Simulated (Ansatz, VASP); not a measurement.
**One calculation of HfO2, two programs**

```
CELL_PARAMETERS angstrom
0.00000 2.54883 2.54883
2.54883 0.00000 2.54883
2.54883 2.54883 0.00000
ATOMIC_POSITIONS crystal
Hf 0.00000 0.00000 0.00000
O 0.75000 0.75000 0.75000
O 0.25000 0.25000 0.25000
```

Alike in both runs: functional PBE; k mesh 8 × 8 × 8; occupations gaussian, width 0.02 eV; no spin polarisation.

Ansatz relaxed the structure, and its values are those at the end. VASP's run is a single point on that final structure, the one shown.

|  | VASP | Ansatz |
| --- | --- | --- |
| version | VASP 6.6.1 | Ansatz 0.2.0 |
| potentials or method | VASP PAW PBE potentials, release 64 (Hf_pv, O), cutoff 520 eV | scalar-relativistic, plane waves, PAW |
| valence electrons in the cell | 22 | 38 |

```tsv
	VASP	Ansatz	Ansatz less VASP
gap on the k mesh at the Fermi level (eV)	3.76	3.75	-0.011
least direct gap on the mesh (eV)	3.76	3.75	-0.011
pressure (GPa)	-3.6	0.0	+3.62
```

VASP's potentials hold 22 valence electrons a cell and Ansatz's 38, so a difference there can come from the potentials and not from the codes.

Neither program's run includes spin-orbit coupling.
